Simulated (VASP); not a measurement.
# BAs (F-43m) in VASP: a series of runs

Runs on BAs. Level: PBE. Tasks: single point.

Program: VASP 6.6.1. These are calculated values, not measurements. Logs are shortened: lines on timing, memory, paths and dates and some standing lists are left out, and cuts for length are marked.

## Step 1: The cell of the first run

It takes space group F-43m (No. 216, cubic). Conventional cell: a = 4.857 Å, b = 4.857 Å, c = 4.857 Å, α = 90.00°, β = 90.00°, γ = 90.00°. B (site symmetry -43m) has 4 As at 2.10 Å within 2.8 Å. Within 2.8 Å of As (site symmetry -43m) lie 4 B at 2.10 Å.

## Step 2: Single point, PBE (14.32 Å³/atom)

Input file INCAR:

```
SYSTEM = BAs
ALGO = Normal ; EDIFF = 1E-7
ENCUT = 520 ; GGA = PE
ISIF = 2 ; ISMEAR = 0
LASPH = .True. ; LCHARG = .False.
LREAL = .False. ; LWAVE = .False.
NBANDS = 11 ; NELM = 80
PREC = Accurate ; SIGMA = 0.02
```

Input file KPOINTS:

```
k-points
0
Gamma
  10 10 10
  0 0 0
```

Input file POSCAR:

```
BAs
1.0
    0.0000000000      2.4282570473      2.4282570473
    2.4282570473      0.0000000000      2.4282570473
    2.4282570473      2.4282570473      0.0000000000
B As
1 1
Direct
    0.2500000000      0.2500000000      0.2500000000
    0.5000000000      0.5000000000      0.5000000000
```

Potentials or basis: VASP PAW PBE potentials, release 64 (B, As).

The run is started by

```bash
cat potpaw_PBE.64/B/POTCAR potpaw_PBE.64/As/POTCAR > POTCAR
mpirun -np 1 vasp_std > vasp.out
```

OUTCAR:

```text
SYSTEM = BAs
   EDIFF = 1E-7
   ENCUT = 520
   GGA = PE
   ISIF = 2
   ISMEAR = 0
   LASPH = .True.
   LREAL = .False.
   NELM = 80
   PREC = Accurate

 ion  position               nearest neighbor table
   1  0.250  0.250  0.250-   2 2.10   2 2.10   2 2.10   2 2.10
   2  0.500  0.500  0.500-   1 2.10   1 2.10   1 2.10   1 2.10

  LATTYP: Found a face centered cubic cell.
 ALAT       =     4.8565140946

  Lattice vectors:

 A1 = (   0.0000000000,   2.4282570473,   2.4282570473)
 A2 = (   2.4282570473,   0.0000000000,   2.4282570473)
 A3 = (   2.4282570473,   2.4282570473,   0.0000000000)

Analysis of symmetry for initial positions (statically):
=====================================================================
 Subroutine PRICEL returns:
 Original cell was already a primitive cell.

 Routine SETGRP: Setting up the symmetry group for a
 face centered cubic supercell.

 Subroutine GETGRP returns: Found 24 space group operations
 (whereof 24 operations were pure point group operations)
 out of a pool of 48 trial point group operations.

The static configuration has the point symmetry T_d .

Analysis of symmetry for dynamics (positions and initial velocities):
=====================================================================
 Subroutine PRICEL returns:
 Original cell was already a primitive cell.

 Routine SETGRP: Setting up the symmetry group for a
 face centered cubic supercell.

 Subroutine GETGRP returns: Found 24 space group operations
 (whereof 24 operations were pure point group operations)
 out of a pool of 48 trial point group operations.

The dynamic configuration has the point symmetry T_d .

 Subroutine INISYM returns: Found 24 space group operations
 (whereof 24 operations are pure point group operations),
 and found     1 'primitive' translations

----------------------------------------------------------------------------------------

                                     Primitive cell

  volume of cell :      28.6361

  direct lattice vectors                    reciprocal lattice vectors
     0.000000000  2.428257047  2.428257047    -0.205909008  0.205909008  0.205909008
     2.428257047  0.000000000  2.428257047     0.205909008 -0.205909008  0.205909008
     2.428257047  2.428257047  0.000000000     0.205909008  0.205909008 -0.205909008

  length of vectors
     3.434074049  3.434074049  3.434074049     0.356644864  0.356644864  0.356644864

  position of ions in fractional coordinates (direct lattice)
     0.250000000  0.250000000  0.250000000
     0.500000000  0.500000000  0.500000000

  ion indices of the primitive-cell ions
   primitive index   ion index
                 1           1
                 2           2

----------------------------------------------------------------------------------------

 KPOINTS: k-points

Automatic generation of k-mesh.
 Grid dimensions read from file:
 generate k-points for:   10   10   10

 Generating k-lattice:

  Cartesian coordinates                     Fractional coordinates (reciprocal lattice)
    -0.020590901  0.020590901  0.020590901     0.100000000  0.000000000  0.000000000
     0.020590901 -0.020590901  0.020590901     0.000000000  0.100000000  0.000000000
     0.020590901  0.020590901 -0.020590901     0.000000000  0.000000000  0.100000000

  Length of vectors
     0.035664486  0.035664486  0.035664486

  Shift w.r.t. Gamma in fractional coordinates (k-lattice)
     0.000000000  0.000000000  0.000000000

 Subroutine IBZKPT returns following result:
 ===========================================

 Found     47 irreducible k-points:

 Following reciprocal coordinates:
            Coordinates               Weight
  0.000000  0.000000  0.000000      1.000000
  0.100000  0.000000  0.000000      8.000000
  0.200000  0.000000  0.000000      8.000000
  0.300000  0.000000  0.000000      8.000000
  0.400000  0.000000  0.000000      8.000000
  0.500000  0.000000  0.000000      4.000000
[... 16 lines left out ...]
  0.300000  0.300000  0.000000      6.000000
  0.400000  0.300000  0.000000     24.000000
 [... further k-points ...]
   k-points           NKPTS =     47   k-points in BZ     NKDIM =     47   number of bands    NBANDS=     11
   number of dos      NEDOS =    301   number of ions     NIONS =      2
   total plane-waves  NPLWV =  21952
   dimension x,y,z NGX =    28 NGY =   28 NGZ =   28
   dimension x,y,z NGXF=    56 NGYF=   56 NGZF=   56
   ions per type =               1   1
   NGX,Y,Z   is equivalent  to a cutoff of  13.55, 13.55, 13.55 a.u.
   NGXF,Y,Z  is equivalent  to a cutoff of  27.11, 27.11, 27.11 a.u.
 SYSTEM =  BAs
   PREC   = accura    normal or accurate (medium, high low for compatibility)
   ISTART =      0    job   : 0-new  1-cont  2-samecut
   ICHARG =      2    charge: 1-file 2-atom 10-const
   ISPIN  =      1    spin polarized calculation?
   LNONCOLLINEAR =      F non collinear calculations
   LSORBIT =      F    spin-orbit coupling
   LASPH  =      T    aspherical Exc in radial PAW
   ENCUT  =  520.0 eV  38.22 Ry    6.18 a.u.   6.39  6.39  6.39*2*pi/ulx,y,z
   NELM   =     80;   NELMIN=  2; NELMDL= -5     # of ELM steps
   EDIFF  = 0.1E-06   stopping-criterion for ELM
   LREAL  =      F    real-space projection
   EDIFFG = 0.1E-05   stopping-criterion for IOM
   NSW    =      0    number of steps for IOM
   IBRION =     -1    ionic relax: 0-MD 1-quasi-New 2-CG
   NFREE  =      0    steps in history (QN), initial steepest desc. (CG)
   ISIF   =      2    stress and relaxation
   ISYM   =      2    0-nonsym 1-usesym 2-fastsym
   POTIM  = 0.5000    time-step for ionic-motion
   TEBEG  =    0.0;   TEEND  =   0.0 temperature during run
   PSTRESS=    0.0 pullay stress
   NELECT =       8.0000    total number of electrons
   NUPDOWN=      -1.0000    fix difference up-down
   EMIN   =  10.00;   EMAX   =-10.00  energy-range for DOS
   EFERMI =   0.00;   METHOD = LEGACY
   ISMEAR =     0;   SIGMA  =   0.02  broadening in eV -4-tet -1-fermi 0-gaus
   EFERMI_NEDOS =   21; number of points for ismear=-14 and -15
   IALGO  =     38    algorithm
   IMIX   =      4    mixing-type and parameters
     AMIX     =   0.40;   BMIX     =  1.00
     AMIX_MAG =   1.60;   BMIX_MAG =  1.00
  volume/ion in A,a.u.               =      14.32        96.62
  Fermi-wavevector in a.u.,A,eV,Ry     =   1.070205  2.022394 15.583270  1.145338
  Thomas-Fermi vector in A             =   2.205908
   LORBIT       =      0    0 simple, 1 ext, 2 COOP (PROOUT), +10 PAW based schemes
   GGA     = PE    functional components
   LHFCALC =     F    Hartree Fock is set to
   AEXX    =    0.0000 exact exchange contribution
   IVDW    =     0    specifies the selected vdW correction
   LEPSILON=     F    determine dielectric tensor
   LRPA    =     F    only Hartree local field effects (RPA)
 non-spin polarized calculation
 Gauss-broadening in eV      SIGMA  =   0.02
  energy-cutoff  :      520.00
  volume of cell :       28.64
 maximum number of plane-waves:       785
 NGX is ok and might be reduce to    28
   NGX = 13   NGY = 13   NGZ = 13

 number of electron       7.9999999 magnetization

 Free energy of the ion-electron system (eV)
  ---------------------------------------------------
  ext. energy  EPLUGINS =         0.00000000
  ---------------------------------------------------
  free energy    TOTEN  =       -11.40685108 eV

  energy without entropy =      -11.40685108  energy(sigma->0) =      -11.40685108

 E-fermi :   5.7427     XC(G=0): -10.3709

 val. band max:        5.5909232575   @ k =   0.0000   0.0000   0.0000
 cond. band min:       6.8162080201   @ k =   0.4000   0.4000   0.0000
 fundamental gap:      1.2252847627
 Fermi energy:         5.7426942796

 k-point     1 :       0.0000    0.0000    0.0000
  band No.  band energies     occupation
      1      -9.3682      2.00000
      2       5.5909      2.00000
      3       5.5909      2.00000
      4       5.5909      2.00000
      5       8.8069      0.00000
      6       8.8069      0.00000
      7       8.8069      0.00000
      8       9.6572      0.00000
      9      14.9403      0.00000
     10      18.3442      0.00000
     11      18.3442      0.00000

 k-point     2 :       0.1000    0.0000    0.0000
  band No.  band energies     occupation
      1      -9.2114      2.00000
      2       4.2217      2.00000
      3       5.3063      2.00000
      4       5.3063      2.00000
      5       8.8370      0.00000
      6       9.1832      0.00000
      7       9.1832      0.00000
      8      10.6545      0.00000
      9      15.5512      0.00000
     10      17.3366      0.00000
     11      17.3366      0.00000

 k-point     3 :       0.2000    0.0000    0.0000
  band No.  band energies     occupation
      1      -8.7499      2.00000
      2       1.9360      2.00000
      3       4.7596      2.00000
      4       4.7596      2.00000
      5       8.5537      0.00000
      6       9.8735      0.00000
      7       9.8735      0.00000
      8      12.3717      0.00000
      9      16.5410      0.00000
     10      16.6410      0.00000
     11      16.6410      0.00000

 k-point     4 :       0.3000    0.0000    0.0000
  band No.  band energies     occupation
      1      -8.0219      2.00000
      2      -0.2617      2.00000
      3       4.2731      2.00000
      4       4.2731      2.00000
      5       8.2593      0.00000
      6      10.2850      0.00000
      7      10.2850      0.00000
      8      13.7525      0.00000
      9      16.6614      0.00000
     10      17.0429      0.00000
     11      17.0429      0.00000

 k-point     5 :       0.4000    0.0000    0.0000
  band No.  band energies     occupation
      1      -7.1626      2.00000
      2      -2.0425      2.00000
      3       3.9600      2.00000
      4       3.9600      2.00000
      5       8.0655      0.00000
      6      10.3389      0.00000
      7      10.3389      0.00000
      8      14.3075      0.00000
      9      17.2930      0.00000
     10      18.4676      0.00000
     11      18.4676      0.00000
[... 211 lines left out ...]
 k-point    21 :      -0.3000    0.2000    0.0000
  band No.  band energies     occupation
      1      -6.9561      2.00000
      2      -1.2316      2.00000
      3       1.1805      2.00000
      4       3.7310      2.00000
      5       8.9951      0.00000
      6      11.3760      0.00000
      7      11.5841      0.00000
      8      13.4275      0.00000
      9      16.1573      0.00000
     10      17.3730      0.00000
     11      20.4241      0.00000

 k-point    22 :      -0.2000    0.2000    0.0000
  band No.  band energies     occupation
      1      -7.7713      2.00000
      2       0.2469      2.00000
      3       1.7244      2.00000
      4       4.3575      2.00000
      5       9.3331      0.00000
      6      10.5788      0.00000
      7      11.3985      0.00000
      8      12.3554      0.00000
      9      15.4060      0.00000
     10      17.8999      0.00000
     11      19.2704      0.00000

 k-point    23 :       0.3000    0.3000    0.0000
  band No.  band energies     occupation
      1      -7.5446      2.00000
      2       0.4447      2.00000
      3       2.5653      2.00000
      4       2.5653      2.00000
      5       7.0202      0.00000
      6       9.2136      0.00000
      7      13.7348      0.00000
      8      13.7348      0.00000
      9      16.1557      0.00000
     10      20.1002      0.00000
     11      20.4281      0.00000

 k-point    24 :       0.4000    0.3000    0.0000
  band No.  band energies     occupation
      1      -6.8585      2.00000
      2      -0.7363      2.00000
      3       1.8169      2.00000
      4       2.2813      2.00000
      5       7.3119      0.00000
      6       8.9644      0.00000
      7      14.0807      0.00000
      8      14.3375      0.00000
      9      17.2189      0.00000
     10      20.7891      0.00000
     11      21.1443      0.00000

 [... further k-points ...]
[... 5 lines left out ...]
  --------------------------------------------------------------------------------------
  -------------------------------------------------------------------------------------
  Total       -0.5558133     -0.5558133     -0.5558133     -0.0000000      0.0000000     -0.0000000
  in kB      -31.0975032    -31.0975032    -31.0975032     -0.0000000      0.0000000     -0.0000000
  external PRESSURE =     -31.0975032 kB  Pullay stress =       0.0000000 kB

 VOLUME and BASIS-vectors are now :
 -----------------------------------------------------------------------------
  energy-cutoff  :      520.00
  volume of cell :       28.64
      direct lattice vectors                 reciprocal lattice vectors
     0.000000000  2.428257047  2.428257047    -0.205909008  0.205909008  0.205909008
     2.428257047  0.000000000  2.428257047     0.205909008 -0.205909008  0.205909008
     2.428257047  2.428257047  0.000000000     0.205909008  0.205909008 -0.205909008

 POSITION                                       TOTAL-FORCE (eV/Angst)
 -----------------------------------------------------------------------------------
      1.21413      1.21413      1.21413         0.000000     -0.000000      0.000000
      2.42826      2.42826      2.42826        -0.000000      0.000000     -0.000000
 -----------------------------------------------------------------------------------
    total drift:                               -0.000000     -0.000000     -0.000000

  FREE ENERGIE OF THE ION-ELECTRON SYSTEM (eV)
  ---------------------------------------------------
  free  energy   TOTEN  =       -11.4068510754 eV

  energy  without entropy=      -11.4068510754  energy(sigma->0) =      -11.40685108
```

Wall time 19 s (1 thread of Intel Xeon Platinum 8259CL at 2.50GHz (Skylake/Cascade Lake), shared host); peak memory 0.16 GiB.

Results:

| Quantity | Value |
| --- | --- |
| Free energy | -11.4069 eV |
| Pressure | -3.1 GPa |
| Band gap on the k mesh | 1.23 eV (least direct gap 3.22 eV) |

Levels at points of the mesh, in eV from the valence-band top:
| k point | band 1 | band 2 | band 3 | band 4 | band 5 | band 6 | band 7 | band 8 | band 9 |
| --- | --- | --- | --- | --- | --- | --- | --- | --- | --- |
| (0.00, 0.00, 0.00) | -14.96 | 0.00 | 0.00 | 0.00 | 3.22 | 3.22 | 3.22 | 4.07 | 9.35 |
| (0.50, 0.00, 0.00) | -12.26 | -8.43 | -1.74 | -1.74 | 2.41 | 4.72 | 4.72 | 8.76 | 12.36 |
| (0.50, 0.50, 0.00) | -11.03 | -8.26 | -3.88 | -3.88 | 1.49 | 1.49 | 10.90 | 10.90 | 12.43 |

Caveat: the cell stands under tension. A k mesh can miss the band edges.

[end of part 1 of 2]
